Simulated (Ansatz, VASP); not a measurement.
**Two plane-wave programs on FeSi**

```xyz
8
Lattice="4.0182 0.0000 0.0000 0.0000 4.0182 0.0000 0.0000 0.0000 4.0182" Properties=species:S:1:pos:R:3 pbc="T T T"
Fe    0.5771    0.5771    0.5771
Fe    1.4320    3.4411    2.5861
Fe    2.5861    1.4320    3.4411
Fe    3.4411    2.5861    1.4320
Si    3.3929    3.3929    3.3929
Si    2.6343    0.6252    1.3838
Si    1.3838    2.6343    0.6252
Si    0.6252    1.3838    2.6343
```

Alike in both runs: functional r2SCAN; k mesh 8 × 8 × 8; occupations gaussian, width 0.05 eV; no spin polarisation.

Ansatz relaxed the structure, and its values are those at the end. VASP's run is a single point on that final structure, the one shown.

|  | VASP | Ansatz |
| --- | --- | --- |
| version | VASP 6.6.1 | Ansatz 0.2.0 |
| potentials or method | VASP PAW PBE potentials, release 64 (Fe, Si), cutoff 520 eV | scalar-relativistic, plane waves, PAW |
| valence electrons in the cell | 48 | 80 |

|  | VASP | Ansatz | Ansatz less VASP |
| --- | --- | --- | --- |
| gap on the k mesh at the Fermi level (eV) | 0.30 | 0.30 | +0.001 |
| least direct gap on the mesh (eV) | 0.33 | 0.33 | -0.001 |
| rms of the force components (eV/Å) | 0.028 | 0.002 | -0.0258 |

VASP's potentials were made for PBE, not for r2SCAN. The functional is the same, so the differences come from potentials, cutoffs and numerics. VASP's potentials hold 48 valence electrons a cell and Ansatz's 80, so a difference there can come from the potentials and not from the codes. Ansatz's warnings: stress scf threshold loose.
